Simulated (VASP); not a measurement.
# MgS (R-3m) in VASP: single point with HSE06

Aim: the single point of MgS with HSE06.

All numbers are computed with VASP 6.6.1; they aren't measurements. Logs are shortened: lines on timing, memory, paths and dates and some standing lists are left out, and cuts for length are marked.

## (1) The cell of the first run

The structure is trigonal, space group R-3m (No. 166). The conventional cell has a = 3.697 Å, b = 3.697 Å, c = 8.989 Å, α = 90.00°, β = 90.00°, γ = 120.00°. Mg (site symmetry -3m) has 6 S at 2.61 Å within 3.4 Å. S (site symmetry -3m) has 6 Mg at 2.61 Å within 3.4 Å.

## (2) Single point, HSE06 (epitaxial 111 strain +0.5%)

Input file POSCAR:

```
MgS
1.0
   -0.0130075897      2.6015179370      2.6015179370
    2.6015179370     -0.0130075897      2.6015179370
    2.6015179370      2.6015179370     -0.0130075897
Mg S
1 1
Direct
    0.0000000000      0.0000000000      0.0000000000
    0.5000000000      0.5000000000      0.5000000000
```

Input file INCAR.step1:

```
  PREC = Accurate
  ENCUT = 520
  EDIFF = 1E-5
  ISMEAR = 0
  SIGMA = 0.01
  LREAL = False
  LASPH = True
  NELM = 60
  ALGO = Normal
  ISIF = 2
  LWAVE = True
  LCHARG = False
  GGA = PE
  NBANDS = 11
```

Input file INCAR.step2:

```
  PREC = Accurate
  ENCUT = 520
  EDIFF = 1E-6
  ISMEAR = 0
  SIGMA = 0.01
  LREAL = False
  LASPH = True
  NELM = 60
  ALGO = Normal
  ISIF = 2
  LWAVE = False
  LCHARG = False
  GGA = PE
  LHFCALC = True
  HFSCREEN = 0.2079
  PRECFOCK = Normal
  ISTART = 1
  NBANDS = 11
```

Input file KPOINTS:

```
regular mesh
0
Gamma
  6 6 6
```

Potentials or basis: VASP PAW PBE potentials, release 64 (Mg, S).

Run with:

```
$ cat potpaw_PBE.64/Mg/POTCAR potpaw_PBE.64/S/POTCAR > POTCAR
$ cp INCAR.step1 INCAR
$ mpirun -np 1 vasp_std > vasp.out
$ cp INCAR.step2 INCAR
$ mpirun -np 1 vasp_std > vasp.out
```

OUTCAR:

```text
PREC = Accurate
   ENCUT = 520
   EDIFF = 1E-6
   ISMEAR = 0
   LREAL = False
   LASPH = True
   NELM = 60
   ISIF = 2
   GGA = PE
   LHFCALC = True
   HFSCREEN = 0.2079
   PRECFOCK = Normal
   ISTART = 1

 ion  position               nearest neighbor table
   1  0.000  0.000  0.000-   2 2.61   2 2.61   2 2.61   2 2.61   2 2.61   2 2.61
   2  0.500  0.500  0.500-   1 2.61   1 2.61   1 2.61   1 2.61   1 2.61   1 2.61

  LATTYP: Found a trigonal (rhomboedric) cell.
 ALAT       =     3.6791249436
 COS(alpha) =     0.4949938126

  Lattice vectors:

 A1 = (  -0.0130075897,   2.6015179370,   2.6015179370)
 A2 = (   2.6015179370,  -0.0130075897,   2.6015179370)
 A3 = (   2.6015179370,   2.6015179370,  -0.0130075897)

Analysis of symmetry for initial positions (statically):
=====================================================================
 Subroutine PRICEL returns:
 Original cell was already a primitive cell.

 Routine SETGRP: Setting up the symmetry group for a
 trigonal (rhombohedral) supercell.

 Subroutine GETGRP returns: Found 12 space group operations
 (whereof 12 operations were pure point group operations)
 out of a pool of 12 trial point group operations.

The static configuration has the point symmetry D_3d.

Analysis of symmetry for dynamics (positions and initial velocities):
=====================================================================
 Subroutine PRICEL returns:
 Original cell was already a primitive cell.

 Routine SETGRP: Setting up the symmetry group for a
 trigonal (rhombohedral) supercell.

 Subroutine GETGRP returns: Found 12 space group operations
 (whereof 12 operations were pure point group operations)
 out of a pool of 12 trial point group operations.

The dynamic configuration has the point symmetry D_3d.

 Subroutine INISYM returns: Found 12 space group operations
 (whereof 12 operations are pure point group operations),
 and found     1 'primitive' translations

----------------------------------------------------------------------------------------

                                     Primitive cell

  volume of cell :      35.4777

  direct lattice vectors                    reciprocal lattice vectors
    -0.013007590  2.601517937  2.601517937    -0.190759991  0.191718584  0.191718584
     2.601517937 -0.013007590  2.601517937     0.191718584 -0.190759991  0.191718584
     2.601517937  2.601517937 -0.013007590     0.191718584  0.191718584 -0.190759991

  length of vectors
     3.679124944  3.679124944  3.679124944     0.331513809  0.331513809  0.331513809

  position of ions in fractional coordinates (direct lattice)
     0.000000000  0.000000000  0.000000000
     0.500000000  0.500000000  0.500000000

  ion indices of the primitive-cell ions
   primitive index   ion index
                 1           1
                 2           2

----------------------------------------------------------------------------------------

 KPOINTS: regular mesh

Automatic generation of k-mesh.
 Grid dimensions read from file:
 generate k-points for:    6    6    6

 Generating k-lattice:

  Cartesian coordinates                     Fractional coordinates (reciprocal lattice)
    -0.031793332  0.031953097  0.031953097     0.166666667  0.000000000  0.000000000
     0.031953097 -0.031793332  0.031953097     0.000000000  0.166666667  0.000000000
     0.031953097  0.031953097 -0.031793332     0.000000000  0.000000000  0.166666667

  Length of vectors
     0.055252301  0.055252301  0.055252301

  Shift w.r.t. Gamma in fractional coordinates (k-lattice)
     0.000000000  0.000000000  0.000000000

 Subroutine IBZKPT returns following result:
 ===========================================

 Found     32 irreducible k-points:

 Following reciprocal coordinates:
            Coordinates               Weight
  0.000000  0.000000  0.000000      1.000000
  0.166667 -0.000000  0.000000      6.000000
  0.333333  0.000000 -0.000000      6.000000
  0.500000  0.000000  0.000000      3.000000
  0.166667  0.166667 -0.000000      6.000000
  0.333333  0.166667 -0.000000     12.000000
[... 16 lines left out ...]
  0.500000  0.500000  0.166667      6.000000
 -0.333333  0.500000  0.166667     12.000000
 [... further k-points ...]
   k-points           NKPTS =     32   k-points in BZ     NKDIM =    216   number of bands    NBANDS=     11
   number of dos      NEDOS =    301   number of ions     NIONS =      2
   total plane-waves  NPLWV =  21952
   dimension x,y,z NGX =    28 NGY =   28 NGZ =   28
   dimension x,y,z NGXF=    56 NGYF=   56 NGZF=   56
   ions per type =               1   1
   NGX,Y,Z   is equivalent  to a cutoff of  12.65, 12.65, 12.65 a.u.
   NGXF,Y,Z  is equivalent  to a cutoff of  25.30, 25.30, 25.30 a.u.
 SYSTEM =  unknown system
   PREC   = accura    normal or accurate (medium, high low for compatibility)
   ISTART =      1    job   : 0-new  1-cont  2-samecut
   ICHARG =      0    charge: 1-file 2-atom 10-const
   ISPIN  =      1    spin polarized calculation?
   LNONCOLLINEAR =      F non collinear calculations
   LSORBIT =      F    spin-orbit coupling
   LASPH  =      T    aspherical Exc in radial PAW
   ENCUT  =  520.0 eV  38.22 Ry    6.18 a.u.   6.84  6.84  6.84*2*pi/ulx,y,z
   NELM   =     60;   NELMIN=  2; NELMDL=  0     # of ELM steps
   EDIFF  = 0.1E-05   stopping-criterion for ELM
   LREAL  =      F    real-space projection
   EDIFFG = 0.1E-04   stopping-criterion for IOM
   NSW    =      0    number of steps for IOM
   IBRION =     -1    ionic relax: 0-MD 1-quasi-New 2-CG
   NFREE  =      0    steps in history (QN), initial steepest desc. (CG)
   ISIF   =      2    stress and relaxation
   ISYM   =      3    0-nonsym 1-usesym 2-fastsym
   POTIM  = 0.5000    time-step for ionic-motion
   TEBEG  =    0.0;   TEEND  =   0.0 temperature during run
   PSTRESS=    0.0 pullay stress
   NELECT =       8.0000    total number of electrons
   NUPDOWN=      -1.0000    fix difference up-down
   EMIN   =  10.00;   EMAX   =-10.00  energy-range for DOS
   EFERMI =   0.00;   METHOD = LEGACY
   ISMEAR =     0;   SIGMA  =   0.01  broadening in eV -4-tet -1-fermi 0-gaus
   EFERMI_NEDOS =   21; number of points for ismear=-14 and -15
   IALGO  =     38    algorithm
   IMIX   =      1    mixing-type and parameters
     AMIX     =   0.40;   BMIX     =  1.00
     AMIX_MAG =   1.60;   BMIX_MAG =  1.00
  volume/ion in A,a.u.               =      17.74       119.71
  Fermi-wavevector in a.u.,A,eV,Ry     =   0.996444  1.883007 13.509239  0.992901
  Thomas-Fermi vector in A             =   2.128533
   LORBIT       =      0    0 simple, 1 ext, 2 COOP (PROOUT), +10 PAW based schemes
   GGA     = PE    functional components
   LHFCALC =     T    Hartree Fock is set to
   PRECFOCK=normal    Normal, Fast or Accurate (Low or Medium for compatibility)
   ENCUT4O =  -1.0   cutoff for four orbital integrals eV
   NKREDX  =     1    reduce k-point grid by
   NKREDY  =     1    reduce k-point grid by
   NKREDZ  =     1    reduce k-point grid by
   AEXX    =    0.2500 exact exchange contribution
   HFSCREEN=    0.2079 screening length (either q_TF or 0.3 A-1)
   HFSCREENC=   0.2079 screening length for correlation (either q_TF or 0.3 A-1)
   ENCUTFOCK=  -1.0 apply spherical cutoff to Coloumb kernel
   IVDW    =     0    specifies the selected vdW correction
   LEPSILON=     F    determine dielectric tensor
   LRPA    =     F    only Hartree local field effects (RPA)
 non-spin polarized calculation
 Gauss-broadening in eV      SIGMA  =   0.01
  energy-cutoff  :      520.00
  volume of cell :       35.48
 maximum number of plane-waves:       974
  NGX = 24; NGY = 24; NGZ = 24

 number of electron       8.0000000 magnetization

 Free energy of the ion-electron system (eV)
  ---------------------------------------------------
  ext. energy  EPLUGINS =         0.00000000
  ---------------------------------------------------
  free energy    TOTEN  =        -9.88491855 eV

  energy without entropy =       -9.88491855  energy(sigma->0) =       -9.88491855

 E-fermi :   3.1267     XC(G=0):  -8.0264

 val. band max:        3.0454395746   @ k =   0.0000   0.0000   0.0000
 cond. band min:       6.7310959439   @ k =   0.5000   0.5000  -0.0000
 fundamental gap:      3.6856563693
 Fermi energy:         3.1266602945

 k-point     1 :       0.0000    0.0000    0.0000
  band No.  band energies     occupation
      1     -10.9195      2.00000
      2       2.9764      2.00000
      3       2.9764      2.00000
      4       3.0454      2.00000
      5       7.7305      0.00000
      6      12.0629      0.00000
      7      12.0629      0.00000
      8      12.1964      0.00000
      9      14.6780      0.00000
     10      14.6780      0.00000
     11      16.7096      0.00000

 k-point     2 :       0.1667   -0.0000    0.0000
  band No.  band energies     occupation
      1     -10.6351      2.00000
      2       1.2667      2.00000
      3       2.8006      2.00000
      4       2.8554      2.00000
      5       8.8619      0.00000
      6      11.7846      0.00000
      7      12.3639      0.00000
      8      12.4526      0.00000
      9      13.8976      0.00000
     10      13.9668      0.00000
     11      16.7788      0.00000

 k-point     3 :       0.3333    0.0000   -0.0000
  band No.  band energies     occupation
      1      -9.9502      2.00000
      2      -1.1509      2.00000
      3       2.4928      2.00000
      4       2.5358      2.00000
      5       8.8125      0.00000
      6      11.4809      0.00000
      7      11.5444      0.00000
      8      13.6669      0.00000
      9      15.7929      0.00000
     10      15.8373      0.00000
     11      15.9408      0.00000

 k-point     4 :       0.5000    0.0000    0.0000
  band No.  band energies     occupation
      1      -9.5149      2.00000
      2      -2.2356      2.00000
      3       2.3560      2.00000
      4       2.3938      2.00000
      5       8.5590      0.00000
      6      11.0270      0.00000
      7      11.0954      0.00000
      8      14.5134      0.00000
      9      16.4661      0.00000
     10      18.8393      0.00000
     11      18.9776      0.00000

 k-point     5 :       0.1667    0.1667   -0.0000
  band No.  band energies     occupation
      1     -10.5409      2.00000
      2       1.3934      2.00000
      3       2.4024      2.00000
      4       2.4565      2.00000
      5       9.4016      0.00000
      6      10.5857      0.00000
      7      12.1055      0.00000
      8      13.2734      0.00000
      9      13.3429      0.00000
     10      15.1645      0.00000
     11      18.5474      0.00000
[... 211 lines left out ...]
 k-point    21 :      -0.3333    0.3333    0.1667
  band No.  band energies     occupation
      1      -9.1801      2.00000
      2      -1.2343      2.00000
      3       0.0782      2.00000
      4       1.3174      2.00000
      5       9.4008      0.00000
      6      10.8322      0.00000
      7      12.8979      0.00000
      8      13.2159      0.00000
      9      16.6296      0.00000
     10      18.3298      0.00000
     11      20.1956      0.00000

 k-point    22 :      -0.1667    0.3333    0.1667
  band No.  band energies     occupation
      1      -9.4814      2.00000
      2      -0.9721      2.00000
      3       0.6367      2.00000
      4       1.6974      2.00000
      5       9.3788      0.00000
      6      10.7147      0.00000
      7      11.5130      0.00000
      8      14.1745      0.00000
      9      15.9274      0.00000
     10      19.1797      0.00000
     11      19.8577      0.00000

 k-point    23 :       0.5000    0.5000    0.1667
  band No.  band energies     occupation
      1      -9.2146      2.00000
      2      -1.2342      2.00000
      3       0.5361      2.00000
      4       1.3888      2.00000
      5       7.6518      0.00000
      6       9.6945      0.00000
      7      14.2824      0.00000
      8      14.5724      0.00000
      9      17.3466      0.00000
     10      19.3265      0.00000
     11      20.5839      0.00000

 k-point    24 :      -0.3333    0.5000    0.1667
  band No.  band energies     occupation
      1      -9.0662      2.00000
      2      -1.0642      2.00000
      3       0.2174      2.00000
      4       0.6519      2.00000
      5       8.4307      0.00000
      6      10.2822      0.00000
      7      13.4342      0.00000
      8      14.0921      0.00000
      9      18.2698      0.00000
     10      19.5314      0.00000
     11      19.9931      0.00000

 [... further k-points ...]

------------------------ aborting loop because EDIFF is reached ----------------------------------------

  FORCE on cell =-STRESS in cart. coord.  units (eV):
  Direction    XX          YY          ZZ          XY          YZ          ZX
  --------------------------------------------------------------------------------------
  -------------------------------------------------------------------------------------
  Total       -0.2855314     -0.2855314     -0.2855314      0.0630643      0.0630643      0.0630643
  in kB      -12.8946302    -12.8946302    -12.8946302      2.8479918      2.8479918      2.8479918
  external PRESSURE =     -12.8946302 kB  Pullay stress =       0.0000000 kB

 VOLUME and BASIS-vectors are now :
 -----------------------------------------------------------------------------
  energy-cutoff  :      520.00
  volume of cell :       35.48
      direct lattice vectors                 reciprocal lattice vectors
    -0.013007590  2.601517937  2.601517937    -0.190759991  0.191718584  0.191718584
     2.601517937 -0.013007590  2.601517937     0.191718584 -0.190759991  0.191718584
     2.601517937  2.601517937 -0.013007590     0.191718584  0.191718584 -0.190759991

 POSITION                                       TOTAL-FORCE (eV/Angst)
 -----------------------------------------------------------------------------------
      0.00000      0.00000      0.00000         0.000000     -0.000000     -0.000000
      2.59501      2.59501      2.59501        -0.000000      0.000000      0.000000
 -----------------------------------------------------------------------------------
    total drift:                                0.000002      0.000006      0.000003

  FREE ENERGIE OF THE ION-ELECTRON SYSTEM (eV)
  ---------------------------------------------------
  free  energy   TOTEN  =        -9.8849185493 eV

  energy  without entropy=       -9.8849185493  energy(sigma->0) =       -9.88491855
```

It took 14 min on 1 thread of Intel Xeon Platinum 8559C (Emerald Rapids), shared host; peak memory 0.28 GiB.

Results:

```yaml
Free_energy: -9.8849 eV
Pressure: -1.3 GPa
Band_gap_on_the_k_mesh: 3.69 eV (least direct gap 4.69 eV)
```

Caveat: the cell differs from its parent crystal (epitaxial 111 strain +0.5%); the PAW data sets were made with another functional, which shifts forces and pressure a little. A k mesh can miss the band edges.
